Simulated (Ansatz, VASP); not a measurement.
SiC in VASP and in Ansatz

The input INCAR:

```
PREC = Accurate
ENCUT = 520
EDIFF = 1E-6
ISMEAR = 0
SIGMA = 0.05
LREAL = F
LASPH = T
NELM = 80
ALGO = Normal
ISIF = 2
LWAVE = F
LCHARG = F
GGA = CA
NBANDS = 26
```

KPOINTS

```
Automatic mesh
0
Gamma
  10 10 3
```

Contents of POSCAR:

```
SiC
1.0
   -3.0759982064      0.0000000000      0.0000000000
   -1.5379991032     -2.6638925888      0.0000000000
   -1.1534993274     -0.6659731472     10.0960000000
Si C
4 4
Direct
    0.1698958333      0.1698958333      0.6537500000
    0.2948958333      0.2948958333      0.1537500000
    0.4407291667      0.4407291667      0.9037500000
    0.5657291667      0.5657291667      0.4037500000
    0.1217708333      0.1217708333      0.8462500000
    0.2467708333      0.2467708333      0.3462500000
    0.6426041667      0.6426041667      0.0962500000
    0.5176041667      0.5176041667      0.5962500000
```

Input for Ansatz:

```yaml
crystal:
  lattice:
    - [-3.0759982064, 0.0, 0.0]
    - [-1.5379991032, -2.6638925888, 0.0]
    - [-1.1534993274, -0.6659731472, 10.096]
  atoms:
    - { symbol: Si, position: [0.1698958333, 0.1698958333, 0.65375] }
    - { symbol: Si, position: [0.2948958333, 0.2948958333, 0.15375] }
    - { symbol: Si, position: [0.4407291667, 0.4407291667, 0.90375] }
    - { symbol: Si, position: [0.5657291667, 0.5657291667, 0.40375] }
    - { symbol: C, position: [0.1217708333, 0.1217708333, 0.84625] }
    - { symbol: C, position: [0.2467708333, 0.2467708333, 0.34625] }
    - { symbol: C, position: [0.6426041667, 0.6426041667, 0.09625] }
    - { symbol: C, position: [0.5176041667, 0.5176041667, 0.59625] }
basis:
  ecutwfc: 420
kpoints:
  mp_grid: { grid: [10, 10, 3] }
hamiltonian:
  xc: lda
scf:
  occupations: { method: gaussian, width: 0.05 }
output:
  forces: true
  stress: true
  eigenvalues: true
```

Alike in both runs: task single point; functional LDA; k mesh 10 × 10 × 3; occupations gaussian, width 0.05 eV; no spin polarisation.

|  | VASP | Ansatz |
| --- | --- | --- |
| version | VASP 6.6.1 | Ansatz 0.2.0 |
| potentials or method | VASP PAW LDA potentials, release 64 (Si, C), cutoff 520 eV | scalar-relativistic, plane waves, PAW |
| valence electrons in the cell | 32 | 32 |

|  | VASP | Ansatz | Ansatz less VASP |
| --- | --- | --- | --- |
| gap on the k mesh at the Fermi level (eV) | 0.13 | 0.14 | +0.009 |
| least direct gap on the mesh (eV) | 1.04 | 1.05 | +0.011 |
| pressure (GPa) | -4.9 | -5.3 | -0.40 |
| traceless stress, the component that is largest in VASP (GPa) | 3.99 | 3.99 | +0.002 |
| rms of the force components (eV/Å) | 0.504 | 0.504 | -0.0005 |

LDA's correlation is that of Perdew and Zunger in VASP and of Perdew and Wang (1992) in Ansatz. Atom by atom the forces differ by 0.004 eV/Å (rms over components).
